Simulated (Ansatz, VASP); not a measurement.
# One calculation of ReAs3Os2, two programs

```xyz
6
Lattice="3.8505 0.0000 0.0000 0.0000 3.8505 0.0000 0.0000 0.0000 9.0382" Properties=species:S:1:pos:R:3 pbc="T T T"
Re    1.9252    1.9252    2.4841
As    1.9252    1.9252    8.5823
As    0.0000    0.0000    1.3324
As    1.9252    1.9252    5.0627
Os    1.9252    0.0000    4.8654
Os    0.0000    1.9252    4.8654
```

Alike in both runs: task relaxation of cell and atoms; functional PBE; k mesh 4 × 4 × 2; occupations gaussian, width 0.1 eV; no spin polarisation.

```csv
,VASP,Ansatz
version,VASP 6.6.1,Ansatz 0.2.0
potentials or method,"VASP PAW PBE potentials, release 64 (Re, As, Os), cutoff 600 eV","scalar-relativistic, plane waves, PAW"
valence electrons in the cell,38,92
```

```tsv
	VASP	Ansatz	Ansatz less VASP
gap on the k mesh at the Fermi level, each at its own relaxed structure (eV)	none	none	-
relaxed volume (Å³/atom)	22.76	22.69	-0.070
relaxed cell length with the largest relative difference (Å)	4.177	4.171	-0.0058
```

A gap of «none» marks a metal or a gap that the smearing closes. VASP's potentials hold 38 valence electrons a cell and Ansatz's 92, so a difference there can come from the potentials and not from the codes.

The k mesh is coarse, so the values compare programs but aren't converged. Spin-orbit coupling is off throughout.
